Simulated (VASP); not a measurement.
Write the native input for VASP 6.6.1 that does the following.

- Task: single point
- Functional: PBE
- Potentials or basis: VASP PAW PBE potentials, release 64 (Sr_sv, Ti_sv, O)
- Cutoff: 520 eV
- k mesh: 8 × 8 × 8
- Occupations: gaussian, width 0.02 eV
- Spin: no spin polarisation
- Dipole correction: no
- Further INCAR settings: ALGO = Normal; EDIFF = 1e-06; NBANDS = 28

The structure of SrTiO3 lies in POSCAR:

```
SrTiO3
1.0
    3.8145807104      0.0000000000      0.0000000000
    0.0000000000      3.8145807104      0.0000000000
    0.0000000000      0.0000000000      3.8145807104
Sr Ti O
1 1 3
Direct
    0.5000000000      0.5000000000      0.5000000000
    0.0000000000      0.0000000000      0.0000000000
    0.5000000000      0.0000000000      0.0000000000
    0.0000000000      0.5000000000      0.0000000000
    0.0000000000      0.0000000000      0.5000000000
```

This cell differs from its parent crystal: volume scaled by 0.91.

The input as run:

INCAR

```
SYSTEM = SrTiO3
  PREC = Accurate
  ENCUT = 520
  EDIFF = 1E-6
  ISMEAR = 0
  SIGMA = 0.02
  LREAL = .FALSE.
  LASPH = .TRUE.
  NELM = 100
  ALGO = Normal
  ISIF = 2
  LWAVE = .FALSE.
  LCHARG = .TRUE.
  GGA = PE
  LELF = .TRUE.
  LVHAR = .TRUE.
  NBANDS = 28
```

KPOINTS

```
Automatic mesh
0
G
  8 8 8
  0 0 0
```

Potentials or basis: VASP PAW PBE potentials, release 64 (Sr_sv, Ti_sv, O).

Run with:

```sh
$ cat potpaw_PBE.64/Sr_sv/POTCAR potpaw_PBE.64/Ti_sv/POTCAR potpaw_PBE.64/O/POTCAR > POTCAR
$ mpirun -np 1 vasp_std > vasp.out
```

Results of the run:

```yaml
Pressure: 20.6 GPa
Band_gap_on_the_k_mesh: 1.98 eV, indirect (least direct gap 2.29 eV)
```

Run time: 50 s on 1 thread of Intel(R) Xeon(R) Platinum 8259CL CPU @ 2.50GHz (Skylake/Cascade Lake), on a shared host, peak memory 0.19 GiB.
